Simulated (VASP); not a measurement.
Write the native input for VASP 6.6.1 that does the following.

| Property | Result |
| --- | --- |
| Task | single point |
| Functional | PBE |
| Potentials or basis | VASP PAW PBE potentials, release 64 (K_sv, F) |
| Cutoff | 520 eV |
| k mesh | 12 × 12 × 12 |
| Occupations | gaussian, width 0.05 eV |
| Spin | no spin polarisation |
| Dipole correction | no |
| Further INCAR settings | ALGO = Normal; EDIFF = 1e-06; NBANDS = 15 |

The structure of KF lies in POSCAR:

```
KF
1.0
    0.0000000000      2.6920558447      2.6920558447
    2.6920558447      0.0000000000      2.6920558447
    2.6920558447      2.6920558447      0.0000000000
K F
1 1
Direct
    0.0000000000      0.0000000000      0.0000000000
    0.5000000000      0.5000000000      0.5000000000
```

One way to write it, as run:

INCAR

```
  ALGO = Normal
  EDIFF = 1E-6
  ENCUT = 520
  GGA = PE
  ISIF = 2
  ISMEAR = 0
  LASPH = True
  LCHARG = True
  LELF = True
  LREAL = False
  LVHAR = True
  LWAVE = False
  NBANDS = 15
  NELM = 80
  PREC = Accurate
  SIGMA = 0.05
```

KPOINTS

```
k-points
0
Gamma
  12 12 12
```

Potentials or basis: VASP PAW PBE potentials, release 64 (K_sv, F).

Command:

```console
$ cat potpaw_PBE.64/K_sv/POTCAR potpaw_PBE.64/F/POTCAR > POTCAR
$ mpirun -np 1 vasp_std > vasp.out
```

It gave:

```json
{
 "Pressure": "0.6 GPa",
 "Band gap on the k mesh": "6.05 eV"
}
```

It took 85 s on 1 thread of AMD EPYC 7R13 (shared host), peak memory 0.15 GiB.
